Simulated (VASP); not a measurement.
# SiC (P6_3mc) in VASP: dielectric tensor with PBE

Aim: the dielectric tensor of SiC with PBE.

All numbers are computed with VASP 6.6.1; they aren't measurements. Logs are shortened: lines on timing, memory, paths and dates and some standing lists are left out, and cuts for length are marked.

## (1) The cell of the first run

The structure is hexagonal, space group P6_3mc (No. 186). Conventional cell: a = 3.075 Å, b = 3.075 Å, c = 5.048 Å, α = 90.00°, β = 90.00°, γ = 120.00°. Within 2.5 Å of Si (site symmetry 3m) lie 4 C at 1.88 to 1.90 Å. C (site symmetry 3m) has 4 Si at 1.88 to 1.90 Å within 2.5 Å.

## (2) Dielectric tensor, PBE

INCAR

```
  PREC = Accurate
  ENCUT = 520
  EDIFF = 1E-8
  ISMEAR = 0
  SIGMA = 0.01
  LREAL = F
  LASPH = T
  NELM = 80
  ALGO = Normal
  ISIF = 2
  LWAVE = F
  LCHARG = F
  GGA = PE
  LEPSILON = T
```

KPOINTS

```
Automatic mesh
0
Gamma
  9 9 4
```

POSCAR

```
SiC
1.0
    3.0753564098      0.0000000000      0.0000000000
   -1.5376782049      2.6633367766      0.0000000000
    0.0000000000      0.0000000000      5.0481087265
Si C
2 2
Direct
    0.3333333333      0.6666666667      0.4995917736
    0.6666666667      0.3333333333      0.9995917736
    0.3333333333      0.6666666667      0.8754082264
    0.6666666667      0.3333333333      0.3754082264
```

Potentials or basis: VASP PAW PBE potentials, release 64 (Si, C).

The run is started by

```
> cat potpaw_PBE.64/Si/POTCAR potpaw_PBE.64/C/POTCAR > POTCAR
> mpirun -np 1 vasp_std > vasp.out
```

OUTCAR:

```text
PREC = Accurate
   ENCUT = 520
   EDIFF = 1E-8
   ISMEAR = 0
   LREAL = F
   LASPH = T
   NELM = 80
   ISIF = 2
   GGA = PE
   LEPSILON = T

 ion  position               nearest neighbor table
   1  0.333  0.667  0.500-   4 1.88   4 1.88   4 1.88   3 1.90   2 3.09   2 3.09   2 3.09   2 3.09
                             2 3.09   2 3.09
   2  0.667  0.333  1.000-   3 1.88   3 1.88   3 1.88   4 1.90   1 3.09   1 3.09   1 3.09   1 3.09
                             1 3.09   1 3.09
   3  0.333  0.667  0.875-   2 1.88   2 1.88   2 1.88   1 1.90
   4  0.667  0.333  0.375-   1 1.88   1 1.88   1 1.88   2 1.90

  LATTYP: Found a hexagonal cell.
 ALAT       =     3.0753564098
 C/A-ratio  =     1.6414711187

  Lattice vectors:

 A1 = (   3.0753564098,   0.0000000000,   0.0000000000)
 A2 = (  -1.5376782049,   2.6633367766,   0.0000000000)
 A3 = (   0.0000000000,   0.0000000000,   5.0481087265)

Analysis of symmetry for initial positions (statically):
=====================================================================
 Subroutine PRICEL returns:
 Original cell was already a primitive cell.

 Routine SETGRP: Setting up the symmetry group for a
 hexagonal supercell.

 Subroutine GETGRP returns: Found 12 space group operations
 (whereof  6 operations were pure point group operations)
 out of a pool of 24 trial point group operations.

The static configuration has the point symmetry C_3v.
 The point group associated with its full space group is C_6v.

Analysis of symmetry for dynamics (positions and initial velocities):
=====================================================================
 Subroutine PRICEL returns:
 Original cell was already a primitive cell.

 Routine SETGRP: Setting up the symmetry group for a
 hexagonal supercell.

 Subroutine GETGRP returns: Found 12 space group operations
 (whereof  6 operations were pure point group operations)
 out of a pool of 24 trial point group operations.

The dynamic configuration has the point symmetry C_3v.
 The point group associated with its full space group is C_6v.

[... 533 lines left out ...]
     -0.00000      1.77556      2.52199         0.000000     -0.000000      0.001643
      1.53768      0.88778      5.04605        -0.000000      0.000000      0.001643
     -0.00000      1.77556      4.41916         0.000000     -0.000000     -0.001643
      1.53768      0.88778      1.89510        -0.000000      0.000000     -0.001643
 -----------------------------------------------------------------------------------
    total drift:                               -0.000000     -0.000000     -0.000087

  FREE ENERGIE OF THE ION-ELECTRON SYSTEM (eV)
  ---------------------------------------------------
  free  energy   TOTEN  =       -30.1032559207 eV

  energy  without entropy=      -30.1032559207  energy(sigma->0) =      -30.10325592

 HEAD OF MICROSCOPIC STATIC DIELECTRIC TENSOR (INDEPENDENT PARTICLE, excluding Hartree and local field effects)
 ------------------------------------------------------
           7.206500     0.000000     0.000000
           0.000000     7.206500    -0.000000
           0.000000     0.000000     7.439841
 ------------------------------------------------------

 Free energy of the ion-electron system (eV)
  ---------------------------------------------------
  ---------------------------------------------------
  free energy    TOTEN  =        -0.73451068 eV

  energy without entropy =       -0.73451068

------------------------ aborting loop because EDIFF is reached ----------------------------------------

--------------------------------------- Ionic step        2  -------------------------------------------

------------------------ aborting loop because EDIFF is reached ----------------------------------------

--------------------------------------- Ionic step        3  -------------------------------------------

 Free energy of the ion-electron system (eV)
  ---------------------------------------------------
  ---------------------------------------------------
  free energy    TOTEN  =        -0.76344394 eV

  energy without entropy =       -0.76344394

------------------------ aborting loop because EDIFF is reached ----------------------------------------

 PIEZOELECTRIC TENSOR FIELD DIRECTION 3  (e Angst)
 -----------------------------------------------------------------------------
     1.22114  0.00000  0.00000           (  0.06220  0.00000  0.00000)
     0.00000  1.22114  0.00000           (  0.00000  0.06220  0.00000)
     0.00000  0.00000 -2.11328           (  0.00000  0.00000 -0.11920)

 PIEZOELECTRIC TENSOR FIELD DIRECTION 3  (C/m^2)
 -----------------------------------------------------------------------------
     0.47318  0.00000  0.00000
     0.00000  0.47318  0.00000
     0.00000  0.00000 -0.81887

 MACROSCOPIC STATIC DIELECTRIC TENSOR (including local field effects in DFT)
 ------------------------------------------------------
           6.964298    -0.000000     0.000000
          -0.000000     6.964298     0.000000
           0.000000     0.000000     7.212275
 ------------------------------------------------------

 PIEZOELECTRIC TENSOR (including local field effects)  for field in x, y, z        (e  Angst)
          XX          YY          ZZ          XY          YZ          ZX
  --------------------------------------------------------------------------------
  x     0.00000     0.00000     0.00000     0.00000     0.00000     1.53103
  y     0.00000     0.00000    -0.00000     0.00000     1.53103     0.00000
  z     1.22114     1.22114    -2.11328     0.00000     0.00000     0.00000

 PIEZOELECTRIC TENSOR (including local field effects)  for field in x, y, z        (C/m^2)
          XX          YY          ZZ          XY          YZ          ZX
  --------------------------------------------------------------------------------
  x     0.00000     0.00000     0.00000     0.00000     0.00000     0.59326
  y     0.00000     0.00000    -0.00000     0.00000     0.59326     0.00000
  z     0.47318     0.47318    -0.81887     0.00000     0.00000     0.00000

 BORN EFFECTIVE CHARGES (including local field effects) (in |e|, cummulative output)
 ---------------------------------------------------------------------------------
 ion    1
    1     2.65985     0.00000    -0.00000
    2     0.00000     2.65985     0.00000
    3    -0.00000     0.00000     2.85427
 ion    2
    1     2.65985     0.00000     0.00000
    2     0.00000     2.65985     0.00000
    3     0.00000    -0.00000     2.85427
 ion    3
    1    -2.65985     0.00000    -0.00000
    2     0.00000    -2.65985     0.00000
    3     0.00000    -0.00000    -2.85427
 ion    4
    1    -2.65985     0.00000    -0.00000
    2    -0.00000    -2.65985     0.00000
    3    -0.00000     0.00000    -2.85427
```

OSZICAR:

```text
N       E                     dE             d eps       ncg     rms          rms(c)
DAV:   1     0.362387434818E+02    0.36239E+02   -0.75081E+03   864   0.120E+03
DAV:   2    -0.306704383586E+02   -0.66909E+02   -0.60629E+02  1228   0.188E+02
[... 13 lines left out ...]
RMM:   6    -0.763170908312E+00   -0.67503E-03   -0.15179E-05  1544   0.287E-02    0.713E-03
RMM:   7    -0.763329529978E+00   -0.15862E-03   -0.96348E-07  1530   0.752E-03    0.268E-03
RMM:   8    -0.763441219261E+00   -0.11169E-03   -0.46977E-07  1537   0.484E-03    0.322E-04
RMM:   9    -0.763443423814E+00   -0.22046E-05   -0.37184E-08  1568   0.720E-04    0.143E-04
RMM:  10    -0.763444207297E+00   -0.78348E-06   -0.38814E-08  1467   0.354E-04    0.223E-05
RMM:  11    -0.763443940994E+00    0.26630E-06    0.44238E-09   944   0.135E-04    0.749E-06
```

It took 2 min on 1 thread of Intel Xeon Platinum 8488C (Sapphire Rapids), shared host; peak memory 0.25 GiB.

What came out:

| Property | Result |
| --- | --- |
| Band gap on the k mesh | 2.27 eV, indirect (least direct gap 4.01 eV) |
| Electronic dielectric tensor (diagonal) | 6.96, 6.96, 7.21 |
| Born charges (mean of the diagonal) | Si +2.72; C -2.72 e |

Electronic dielectric tensor:
```
6.96 0.00 0.00
0.00 6.96 0.00
0.00 0.00 7.21
```

Born effective charge tensors (e):
atom 1, Si
```
2.66 0.00 0.00
0.00 2.66 0.00
0.00 0.00 2.85
```
atom 2, Si
```
2.66 0.00 0.00
0.00 2.66 0.00
0.00 0.00 2.85
```
atom 3, C
```
-2.66  0.00  0.00
 0.00 -2.66  0.00
 0.00  0.00 -2.85
```
atom 4, C
```
-2.66  0.00  0.00
 0.00 -2.66  0.00
 0.00  0.00 -2.85
```

A k mesh can miss the band edges. A hybrid or GW would open this gap; PBE tends to underestimate it.
